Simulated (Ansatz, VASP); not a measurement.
Two plane-wave programs on BeTe

Contents of POSCAR:

```
BeTe
1.0
    0.0000000000      2.8286236224      2.8286236224
    2.8936819657      0.0000000000      2.8286236224
    2.8936819657      2.8286236224      0.0000000000
Be Te
1 1
Direct
    0.0000000000      0.0000000000      0.0000000000
    0.2500000000      0.2500000000      0.2500000000
```

File INCAR.step1:

```
  ALGO = Normal
  EDIFF = 1E-4
  ENCUT = 520
  GGA = PE
  ISMEAR = 0
  LASPH = T
  LCHARG = F
  LREAL = F
  LWAVE = T
  NBANDS = 11
  NELM = 60
  PREC = Accurate
  SIGMA = 0.01
```

The input INCAR.step2:

```
  ALGO = Normal
  EDIFF = 1E-6
  ENCUT = 520
  ISIF = 2
  ISMEAR = 0
  ISTART = 1
  LASPH = T
  LCHARG = F
  LMIXTAU = T
  LREAL = F
  LWAVE = F
  METAGGA = R2SCAN
  NBANDS = 11
  NELM = 60
  PREC = Accurate
  SIGMA = 0.01
```

KPOINTS

```
k-points
0
Gamma
  8 8 8
```

Input for Ansatz:

```yaml
crystal:
  lattice:
    - [0.0, 2.8286236224, 2.8286236224]
    - [2.8936819657, 0.0, 2.8286236224]
    - [2.8936819657, 2.8286236224, 0.0]
  atoms:
    - { symbol: Be, position: [0.0, 0.0, 0.0] }
    - { symbol: Te, position: [0.25, 0.25, 0.25] }
kpoints:
  mp_grid: { grid: [8, 8, 8] }
  band_path:
    path:
      - [0.0, 0.0, 0.0]
      - [-0.5, -0.5, 0.0]
      - [-0.375, -0.375, 0.25]
      - [-0.375, 0.0, 0.375]
      - [0.0, 0.0, 0.5]
      - [-0.5, -0.25, 0.25]
    npoints: 1
hamiltonian:
  xc: r2scan
scf:
  occupations: { method: fixed }
  n_extra_bands: 4
output:
  forces: true
  stress: true
  eigenvalues: true
```

Change from the starting cell: uniaxial_x strain +2.3%.

Alike in both runs: task single point; functional r2SCAN; k mesh 8 × 8 × 8; no spin polarisation.

```csv
,VASP,Ansatz
version,VASP 6.6.1,Ansatz 0.2.0
potentials or method,"VASP PAW PBE potentials, release 64 (Be, Te)","plane waves, PAW"
plane-wave cutoff (eV),520,500
occupations,"gaussian, width 0.01 eV",fixed
valence electrons in the cell,8,18
```

|  | VASP | Ansatz | Ansatz less VASP |
| --- | --- | --- | --- |
| gap on the k mesh at the Fermi level (eV) | 2.33 | 2.34 | +0.006 |
| pressure (GPa) | -1.2 | -1.3 | -0.14 |
| traceless stress, the component that is largest in VASP (GPa) | -0.97 | -0.98 | -0.005 |

VASP's potentials were made for PBE, not for r2SCAN. VASP's potentials hold 8 valence electrons a cell and Ansatz's 18, so a difference there can come from the potentials and not from the codes.

Neither program's run includes spin-orbit coupling.
